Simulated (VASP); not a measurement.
# Cu2O (Pn-3m) in VASP: single point with PBE0

Aim: the single point of Cu2O with PBE0.

Everything below comes from runs of VASP 6.6.1. Logs are shortened: lines on timing, memory, paths and dates and some standing lists are left out, and cuts for length are marked.

**1. The cell of the first run**

It takes space group Pn-3m (No. 224, cubic). The conventional cell has a = 4.246 Å, b = 4.246 Å, c = 4.246 Å, α = 90.00°, β = 90.00°, γ = 90.00°. Cu (site symmetry -3m) has 2 O at 1.84 Å within 2.4 Å. Within 2.4 Å of O (site symmetry -43m) lie 4 Cu at 1.84 Å.

**2. Single point, PBE0**

POSCAR

```
Cu2O
1.0
    4.2460804562      0.0000000000      0.0000000000
    0.0000000000      4.2460804562      0.0000000000
    0.0000000000      0.0000000000      4.2460804562
Cu O
4 2
Direct
    0.2500000000      0.2500000000      0.2500000000
    0.2500000000      0.7500000000      0.7500000000
    0.7500000000      0.7500000000      0.2500000000
    0.7500000000      0.2500000000      0.7500000000
    0.0000000000      0.0000000000      0.0000000000
    0.5000000000      0.5000000000      0.5000000000
```

INCAR.step1

```
SYSTEM = Cu2O
PREC = Accurate
ENCUT = 520
EDIFF = 1E-5
ISMEAR = 0
SIGMA = 0.01
LREAL = .False.
LASPH = .True.
NELM = 120
ALGO = Normal
ISIF = 2
LWAVE = .True.
LCHARG = .False.
NBANDS = 37
GGA = PE
GGA_COMPAT = .False.
KPAR = 4
```

INCAR.step2

```
SYSTEM = Cu2O
PREC = Accurate
ENCUT = 520
EDIFF = 1E-6
ISMEAR = 0
SIGMA = 0.01
LREAL = .False.
LASPH = .True.
NELM = 120
ALGO = Normal
ISIF = 2
LWAVE = .False.
LCHARG = .False.
GGA = PE
LHFCALC = .True.
AEXX = 0.25
PRECFOCK = Normal
NBANDS = 37
ISTART = 1
GGA_COMPAT = .False.
KPAR = 4
```

KPOINTS

```
Automatic mesh
0
Gamma
  4 4 4
  0 0 0
```

Potentials or basis: VASP PAW PBE potentials, release 64 (Cu, O).

The run is started by

```bash
$ cat potpaw_PBE.64/Cu/POTCAR potpaw_PBE.64/O/POTCAR > POTCAR
$ cp INCAR.step1 INCAR
$ mpirun -np 4 vasp_std > vasp.out
$ cp INCAR.step2 INCAR
$ mpirun -np 4 vasp_std > vasp.out
```

OUTCAR:

```text
SYSTEM = Cu2O
   PREC = Accurate
   ENCUT = 520
   EDIFF = 1E-6
   ISMEAR = 0
   LREAL = .False.
   LASPH = .True.
   NELM = 120
   ISIF = 2
   GGA = PE
   LHFCALC = .True.
   AEXX = 0.25
   PRECFOCK = Normal
   ISTART = 1

 ion  position               nearest neighbor table
   1  0.250  0.250  0.250-   5 1.84   6 1.84
   2  0.250  0.750  0.750-   5 1.84   6 1.84
   3  0.750  0.750  0.250-   5 1.84   6 1.84
   4  0.750  0.250  0.750-   5 1.84   6 1.84
   5  0.000  0.000  0.000-   1 1.84   2 1.84   3 1.84   4 1.84
   6  0.500  0.500  0.500-   1 1.84   2 1.84   3 1.84   4 1.84

  LATTYP: Found a simple cubic cell.
 ALAT       =     4.2460804562

  Lattice vectors:

 A1 = (   4.2460804562,   0.0000000000,   0.0000000000)
 A2 = (   0.0000000000,   4.2460804562,   0.0000000000)
 A3 = (   0.0000000000,   0.0000000000,   4.2460804562)

Analysis of symmetry for initial positions (statically):
=====================================================================
 Subroutine PRICEL returns:
 Original cell was already a primitive cell.

 Routine SETGRP: Setting up the symmetry group for a
 simple cubic supercell.

 Subroutine GETGRP returns: Found 48 space group operations
 (whereof 24 operations were pure point group operations)
 out of a pool of 48 trial point group operations.

The static configuration has the point symmetry T_d .
 The point group associated with its full space group is O_h .

Analysis of symmetry for dynamics (positions and initial velocities):
=====================================================================
 Subroutine PRICEL returns:
 Original cell was already a primitive cell.

 Routine SETGRP: Setting up the symmetry group for a
 simple cubic supercell.

 Subroutine GETGRP returns: Found 48 space group operations
 (whereof 24 operations were pure point group operations)
 out of a pool of 48 trial point group operations.

The dynamic configuration has the point symmetry T_d .
 The point group associated with its full space group is O_h .

 Subroutine INISYM returns: Found 48 space group operations
 (whereof 24 operations are pure point group operations),
 and found     1 'primitive' translations

----------------------------------------------------------------------------------------

                                     Primitive cell

  volume of cell :      76.5534

  direct lattice vectors                    reciprocal lattice vectors
     4.246080456  0.000000000  0.000000000     0.235511317  0.000000000  0.000000000
     0.000000000  4.246080456  0.000000000     0.000000000  0.235511317  0.000000000
     0.000000000  0.000000000  4.246080456     0.000000000  0.000000000  0.235511317

  length of vectors
     4.246080456  4.246080456  4.246080456     0.235511317  0.235511317  0.235511317

  position of ions in fractional coordinates (direct lattice)
     0.250000000  0.250000000  0.250000000
     0.250000000  0.750000000  0.750000000
     0.750000000  0.750000000  0.250000000
     0.750000000  0.250000000  0.750000000
     0.000000000  0.000000000  0.000000000
     0.500000000  0.500000000  0.500000000

  ion indices of the primitive-cell ions
   primitive index   ion index
                 1           1
                 2           2
                 3           3
                 4           4
                 5           5
                 6           6

----------------------------------------------------------------------------------------

 KPOINTS: Automatic mesh

Automatic generation of k-mesh.
 Grid dimensions read from file:
 generate k-points for:    4    4    4

 Generating k-lattice:

  Cartesian coordinates                     Fractional coordinates (reciprocal lattice)
     0.058877829  0.000000000  0.000000000     0.250000000  0.000000000  0.000000000
     0.000000000  0.058877829  0.000000000     0.000000000  0.250000000  0.000000000
     0.000000000  0.000000000  0.058877829     0.000000000  0.000000000  0.250000000

  Length of vectors
     0.058877829  0.058877829  0.058877829

  Shift w.r.t. Gamma in fractional coordinates (k-lattice)
     0.000000000  0.000000000  0.000000000

 Subroutine IBZKPT returns following result:
 ===========================================

 Found     10 irreducible k-points:

 Following reciprocal coordinates:
            Coordinates               Weight
  0.000000  0.000000  0.000000      1.000000
  0.250000  0.000000  0.000000      6.000000
  0.500000  0.000000  0.000000      3.000000
  0.250000  0.250000  0.000000     12.000000
  0.500000  0.250000  0.000000     12.000000
  0.500000  0.500000  0.000000      3.000000
  0.250000  0.250000  0.250000      8.000000
  0.500000  0.250000  0.250000     12.000000
  0.500000  0.500000  0.250000      6.000000
  0.500000  0.500000  0.500000      1.000000
   k-points           NKPTS =     10   k-points in BZ     NKDIM =     64   number of bands    NBANDS=     37
   number of dos      NEDOS =    301   number of ions     NIONS =      6
   total plane-waves  NPLWV =  32768
   dimension x,y,z NGX =    32 NGY =   32 NGZ =   32
   dimension x,y,z NGXF=    64 NGYF=   64 NGZF=   64
   ions per type =               4   2
   NGX,Y,Z   is equivalent  to a cutoff of  12.53, 12.53, 12.53 a.u.
   NGXF,Y,Z  is equivalent  to a cutoff of  25.06, 25.06, 25.06 a.u.
 SYSTEM =  Cu2O
   PREC   = accura    normal or accurate (medium, high low for compatibility)
   ISTART =      1    job   : 0-new  1-cont  2-samecut
   ICHARG =      0    charge: 1-file 2-atom 10-const
   ISPIN  =      1    spin polarized calculation?
   LNONCOLLINEAR =      F non collinear calculations
   LSORBIT =      F    spin-orbit coupling
   LASPH  =      T    aspherical Exc in radial PAW
   ENCUT  =  520.0 eV  38.22 Ry    6.18 a.u.   7.89  7.89  7.89*2*pi/ulx,y,z
   NELM   =    120;   NELMIN=  2; NELMDL=  0     # of ELM steps
   EDIFF  = 0.1E-05   stopping-criterion for ELM
   LREAL  =      F    real-space projection
   EDIFFG = 0.1E-04   stopping-criterion for IOM
   NSW    =      0    number of steps for IOM
   IBRION =     -1    ionic relax: 0-MD 1-quasi-New 2-CG
   NFREE  =      0    steps in history (QN), initial steepest desc. (CG)
   ISIF   =      2    stress and relaxation
   ISYM   =      3    0-nonsym 1-usesym 2-fastsym
   POTIM  = 0.5000    time-step for ionic-motion
   TEBEG  =    0.0;   TEEND  =   0.0 temperature during run
   PSTRESS=    0.0 pullay stress
   NELECT =      56.0000    total number of electrons
   NUPDOWN=      -1.0000    fix difference up-down
   EMIN   =  10.00;   EMAX   =-10.00  energy-range for DOS
   EFERMI =   0.00;   METHOD = LEGACY
   ISMEAR =     0;   SIGMA  =   0.01  broadening in eV -4-tet -1-fermi 0-gaus
   EFERMI_NEDOS =   21; number of points for ismear=-14 and -15
   IALGO  =     38    algorithm
   IMIX   =      1    mixing-type and parameters
     AMIX     =   0.40;   BMIX     =  1.00
     AMIX_MAG =   1.60;   BMIX_MAG =  1.00
  volume/ion in A,a.u.               =      12.76        86.10
  Fermi-wavevector in a.u.,A,eV,Ry     =   1.475081  2.787499 29.604438  2.175865
  Thomas-Fermi vector in A             =   2.589774
   LORBIT       =      0    0 simple, 1 ext, 2 COOP (PROOUT), +10 PAW based schemes
   GGA     = PE    functional components
   LHFCALC =     T    Hartree Fock is set to
   PRECFOCK=normal    Normal, Fast or Accurate (Low or Medium for compatibility)
   ENCUT4O =  -1.0   cutoff for four orbital integrals eV
   NKREDX  =     1    reduce k-point grid by
   NKREDY  =     1    reduce k-point grid by
   NKREDZ  =     1    reduce k-point grid by
   AEXX    =    0.2500 exact exchange contribution
   HFSCREEN=    0.0000 screening length (either q_TF or 0.3 A-1)
   HFSCREENC=   0.0000 screening length for correlation (either q_TF or 0.3 A-1)
   ENCUTFOCK=  -1.0 apply spherical cutoff to Coloumb kernel
   IVDW    =     0    specifies the selected vdW correction
   LEPSILON=     F    determine dielectric tensor
   LRPA    =     F    only Hartree local field effects (RPA)
 non-spin polarized calculation
 Gauss-broadening in eV      SIGMA  =   0.01
  energy-cutoff  :      520.00
  volume of cell :       76.55
 maximum number of plane-waves:      2103
 NGX is ok and might be reduce to    32
  NGX = 24; NGY = 24; NGZ = 24

 number of electron      56.0000121 magnetization

 Free energy of the ion-electron system (eV)
  ---------------------------------------------------
  ext. energy  EPLUGINS =         0.00000000
  ---------------------------------------------------
  free energy    TOTEN  =       -33.63859037 eV

  energy without entropy =      -33.63859037  energy(sigma->0) =      -33.63859037

 E-fermi :   3.5554     XC(G=0):  -8.6627

 val. band max:        3.4896628395   @ k =   0.0000   0.0000   0.0000
 cond. band min:       6.3047769018   @ k =   0.0000   0.0000   0.0000
 fundamental gap:      2.8151140623
 Fermi energy:         3.5553964162

 k-point     1 :       0.0000    0.0000    0.0000
  band No.  band energies     occupation
      1     -18.3678      2.00000
      2     -17.5667      2.00000
      3      -4.3280      2.00000
      4      -4.3280      2.00000
      5      -4.3280      2.00000
      6      -1.6652      2.00000
[... 29 lines left out ...]
     36      15.4173      0.00000
     37      15.4173      0.00000

 k-point     2 :       0.2500    0.0000    0.0000
  band No.  band energies     occupation
      1     -18.2489      2.00000
      2     -17.6821      2.00000
      3      -4.1160      2.00000
      4      -4.0722      2.00000
      5      -4.0722      2.00000
      6      -2.5149      2.00000
[... 29 lines left out ...]
     36      14.3681      0.00000
     37      14.3681      0.00000
[... 278 lines left out ...]
     36      15.6967      0.00000
     37      17.8318      0.00000

 k-point    10 :       0.5000    0.5000    0.5000
  band No.  band energies     occupation
      1     -18.1768      2.00000
      2     -17.6516      2.00000
      3      -4.1693      2.00000
      4      -4.1693      2.00000
      5      -4.1693      2.00000
      6      -2.4847      2.00000
[... 29 lines left out ...]
     36      14.3352      0.00000
     37      20.3031      0.00000

------------------------ aborting loop because EDIFF is reached ----------------------------------------

  FORCE on cell =-STRESS in cart. coord.  units (eV):
  Direction    XX          YY          ZZ          XY          YZ          ZX
  --------------------------------------------------------------------------------------
  -------------------------------------------------------------------------------------
  Total        1.7416479      1.7416479      1.7416479      0.0000000      0.0000000      0.0000000
  in kB       36.4507336     36.4507336     36.4507336      0.0000000      0.0000000      0.0000000
  external PRESSURE =      36.4507336 kB  Pullay stress =       0.0000000 kB

 VOLUME and BASIS-vectors are now :
 -----------------------------------------------------------------------------
  energy-cutoff  :      520.00
  volume of cell :       76.55
      direct lattice vectors                 reciprocal lattice vectors
     4.246080456  0.000000000  0.000000000     0.235511317  0.000000000  0.000000000
     0.000000000  4.246080456  0.000000000     0.000000000  0.235511317  0.000000000
     0.000000000  0.000000000  4.246080456     0.000000000  0.000000000  0.235511317

 POSITION                                       TOTAL-FORCE (eV/Angst)
 -----------------------------------------------------------------------------------
      1.06152      1.06152      1.06152        -0.000000      0.000000      0.000000
      1.06152      3.18456      3.18456         0.000000      0.000000     -0.000000
      3.18456      3.18456      1.06152         0.000000     -0.000000     -0.000000
      3.18456      1.06152      3.18456        -0.000000     -0.000000      0.000000
      0.00000      0.00000      0.00000         0.000000     -0.000000     -0.000000
      2.12304      2.12304      2.12304         0.000000     -0.000000     -0.000000
 -----------------------------------------------------------------------------------
    total drift:                                0.000000     -0.000000     -0.000001

  FREE ENERGIE OF THE ION-ELECTRON SYSTEM (eV)
  ---------------------------------------------------
  free  energy   TOTEN  =       -33.6385903682 eV

  energy  without entropy=      -33.6385903682  energy(sigma->0) =      -33.63859037
```

It took 25 min on 4 MPI ranks of AMD EPYC 7R13 (Zen 3), shared host; peak memory 0.2 GiB.

Results:

```yaml
Free_energy: -33.6386 eV
Pressure: 3.6 GPa
Band_gap_on_the_k_mesh: 2.82 eV
```

Caveat: the cell stands under pressure; the PAW data sets were made with another functional, which shifts forces and pressure a little.
